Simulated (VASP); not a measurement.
# F2 in VASP: single point with LDA

Aim: the single point of F2 with LDA.

All numbers are computed with VASP 6.6.1; they aren't measurements. Logs are shortened: lines on timing, memory, paths and dates and some standing lists are left out, and cuts for length are marked.

### 1 The cell of the first run

The cell holds a molecule in a box, 2 atoms: a = 10.000 Å, b = 10.500 Å, c = 11.000 Å, α = 90.00°, β = 90.00°, γ = 90.00°.

### 2 Single point, LDA

INCAR reads:

```
SYSTEM = F
ALGO = Normal ; EDIFF = 1E-6
ENCUT = 520 ; GGA_COMPAT = .FALSE.
ISIF = 2 ; ISMEAR = 0
LASPH = .TRUE. ; LCHARG = .FALSE.
LREAL = .FALSE. ; LWAVE = .FALSE.
NBANDS = 14 ; NELM = 120
NELMDL = -8 ; PREC = Accurate
SIGMA = 0.01
```

KPOINTS reads:

```
k-points
0
G
  1 1 1
  0 0 0
```

POSCAR reads:

```
F
1.0
   10.0000000000      0.0000000000      0.0000000000
    0.0000000000     10.5000000000      0.0000000000
    0.0000000000      0.0000000000     11.0000000000
F
2
Direct
    0.5000000000      0.5000000000      0.4371691650
    0.5000000000      0.5000000000      0.5628308350
```

Potentials or basis: VASP PAW LDA potentials, release 64 (F).

Command:

```
$ cat potpaw_LDA.64/F/POTCAR > POTCAR
$ mpirun -np 1 vasp_gam > vasp.out
```

OUTCAR:

```text
SYSTEM = F
   EDIFF = 1E-6
   ENCUT = 520
   ISIF = 2
   ISMEAR = 0
   LASPH = .TRUE.
   LREAL = .FALSE.
   NELM = 120
   NELMDL = -8
   PREC = Accurate

 ion  position               nearest neighbor table
   1  0.500  0.500  0.437-   2 1.38
   2  0.500  0.500  0.563-   1 1.38

  LATTYP: Found a simple orthorhombic cell.
 ALAT       =    10.0000000000
 B/A-ratio  =     1.0500000000
 C/A-ratio  =     1.1000000000

  Lattice vectors:

 A1 = (  10.0000000000,   0.0000000000,   0.0000000000)
 A2 = (   0.0000000000,  10.5000000000,   0.0000000000)
 A3 = (   0.0000000000,   0.0000000000,  11.0000000000)

Analysis of symmetry for initial positions (statically):
=====================================================================
 Subroutine PRICEL returns:
 Original cell was already a primitive cell.

 Routine SETGRP: Setting up the symmetry group for a
 simple orthorhombic supercell.

 Subroutine GETGRP returns: Found  8 space group operations
 (whereof  8 operations were pure point group operations)
 out of a pool of  8 trial point group operations.

The static configuration has the point symmetry D_2h.

Analysis of symmetry for dynamics (positions and initial velocities):
=====================================================================
 Subroutine PRICEL returns:
 Original cell was already a primitive cell.

 Routine SETGRP: Setting up the symmetry group for a
 simple orthorhombic supercell.

 Subroutine GETGRP returns: Found  8 space group operations
 (whereof  8 operations were pure point group operations)
 out of a pool of  8 trial point group operations.

The dynamic configuration has the point symmetry D_2h.

 Subroutine INISYM returns: Found  8 space group operations
 (whereof  8 operations are pure point group operations),
 and found     1 'primitive' translations

----------------------------------------------------------------------------------------

                                     Primitive cell

  volume of cell :    1155.0000

  direct lattice vectors                    reciprocal lattice vectors
    10.000000000  0.000000000  0.000000000     0.100000000  0.000000000  0.000000000
     0.000000000 10.500000000  0.000000000     0.000000000  0.095238095  0.000000000
     0.000000000  0.000000000 11.000000000     0.000000000  0.000000000  0.090909091

  length of vectors
[... 56 lines left out ...]
   ENCUT  =  520.0 eV  38.22 Ry    6.18 a.u.  18.59 19.52 20.45*2*pi/ulx,y,z
   NELM   =    120;   NELMIN=  2; NELMDL= -8     # of ELM steps
   EDIFF  = 0.1E-05   stopping-criterion for ELM
   LREAL  =      F    real-space projection
   EDIFFG = 0.1E-04   stopping-criterion for IOM
   NSW    =      0    number of steps for IOM
   IBRION =     -1    ionic relax: 0-MD 1-quasi-New 2-CG
   NFREE  =      0    steps in history (QN), initial steepest desc. (CG)
   ISIF   =      2    stress and relaxation
   ISYM   =      2    0-nonsym 1-usesym 2-fastsym
   POTIM  = 0.5000    time-step for ionic-motion
   TEBEG  =    0.0;   TEEND  =   0.0 temperature during run
   PSTRESS=    0.0 pullay stress
   NELECT =      14.0000    total number of electrons
   NUPDOWN=      -1.0000    fix difference up-down
   EMIN   =  10.00;   EMAX   =-10.00  energy-range for DOS
   EFERMI =   0.00;   METHOD = LEGACY
   ISMEAR =     0;   SIGMA  =   0.01  broadening in eV -4-tet -1-fermi 0-gaus
   EFERMI_NEDOS =   21; number of points for ismear=-14 and -15
   IALGO  =     38    algorithm
   IMIX   =      4    mixing-type and parameters
     AMIX     =   0.40;   BMIX     =  1.00
     AMIX_MAG =   1.60;   BMIX_MAG =  1.00
  volume/ion in A,a.u.               =     577.50      3897.16
  Fermi-wavevector in a.u.,A,eV,Ry     =   0.376060  0.710650  1.924149  0.141421
  Thomas-Fermi vector in A             =   1.307622
   LORBIT       =      0    0 simple, 1 ext, 2 COOP (PROOUT), +10 PAW based schemes
   GGA     = CA    functional components
   LHFCALC =     F    Hartree Fock is set to
   AEXX    =    0.0000 exact exchange contribution
   IVDW    =     0    specifies the selected vdW correction
   LEPSILON=     F    determine dielectric tensor
   LRPA    =     F    only Hartree local field effects (RPA)
 non-spin polarized calculation
 Gauss-broadening in eV      SIGMA  =   0.01
  energy-cutoff  :      520.00
  volume of cell :     1155.00
 maximum number of plane-waves:     15548
 NGX is ok and might be reduce to    80
   NGX = 37   NGY = 39   NGZ = 41

 number of electron      13.9999989 magnetization

 Free energy of the ion-electron system (eV)
  ---------------------------------------------------
  ext. energy  EPLUGINS =         0.00000000
  ---------------------------------------------------
  free energy    TOTEN  =        -4.09823263 eV

  energy without entropy =       -4.09823263  energy(sigma->0) =       -4.09823263

 E-fermi :  -9.2934     XC(G=0):  -0.4482

 val. band max:       -9.3906177244   @ k =   0.0000   0.0000   0.0000
 cond. band min:      -5.6643901264   @ k =   0.0000   0.0000   0.0000
 fundamental gap:      3.7262275980
 Fermi energy:        -9.2934488088

 k-point     1 :       0.0000    0.0000    0.0000
  band No.  band energies     occupation
      1     -34.3036      2.00000
      2     -27.1526      2.00000
      3     -15.7405      2.00000
      4     -13.1257      2.00000
      5     -13.1257      2.00000
      6      -9.3906      2.00000
      7      -9.3906      2.00000
      8      -5.6644      0.00000
      9      -0.2247      0.00000
     10       0.9769      0.00000
     11       1.0445      0.00000
     12       1.1710      0.00000
     13       1.2922      0.00000
     14       1.2938      0.00000

------------------------ aborting loop because EDIFF is reached ----------------------------------------

  FORCE on cell =-STRESS in cart. coord.  units (eV):
  Direction    XX          YY          ZZ          XY          YZ          ZX
  --------------------------------------------------------------------------------------
  -------------------------------------------------------------------------------------
  Total       -0.1073051     -0.1130919      0.8470980      0.0000000      0.0000000      0.0000000
  in kB       -0.1488500     -0.1568773      1.1750659      0.0000000      0.0000000      0.0000000
  external PRESSURE =       0.2897796 kB  Pullay stress =       0.0000000 kB

 VOLUME and BASIS-vectors are now :
 -----------------------------------------------------------------------------
  energy-cutoff  :      520.00
  volume of cell :     1155.00
      direct lattice vectors                 reciprocal lattice vectors
    10.000000000  0.000000000  0.000000000     0.100000000  0.000000000  0.000000000
     0.000000000 10.500000000  0.000000000     0.000000000  0.095238095  0.000000000
     0.000000000  0.000000000 11.000000000     0.000000000  0.000000000  0.090909091

 POSITION                                       TOTAL-FORCE (eV/Angst)
 -----------------------------------------------------------------------------------
      5.00000      5.25000      4.80886         0.000000      0.000000     -0.679877
      5.00000      5.25000      6.19114         0.000000      0.000000      0.679877
 -----------------------------------------------------------------------------------
    total drift:                                0.000000     -0.000000      0.000000

  FREE ENERGIE OF THE ION-ELECTRON SYSTEM (eV)
  ---------------------------------------------------
  free  energy   TOTEN  =        -4.0982326307 eV

  energy  without entropy=       -4.0982326307  energy(sigma->0) =       -4.09823263
```

stdout:

```text
POSCAR found type information on POSCAR F
 POSCAR found :  1 types and       2 ions
 scaLAPACK will be used
 LDA part: xc-table for (Slater(with rela. corr.)+CA(PZ))
 , standard interpolation
 POSCAR, INCAR and KPOINTS ok, starting setup
 FFT: planning ... GRIDC
 FFT: planning ... GRID_SOFT
 FFT: planning ... GRID
 WAVECAR not read
 entering main loop
```

Run time: 83 s. Hardware: 1 thread of Intel Xeon 8259CL, shared host; peak memory 0.56 GiB.

Results:

| Property | Result |
| --- | --- |
| Free energy | -4.0982 eV |
| Largest force | 0.680 eV/Å |
| Gap between the frontier levels | 3.73 eV |

Forces on the atoms (eV/Å):
```
F    0.000  0.000 -0.680
F    0.000  0.000  0.680
```
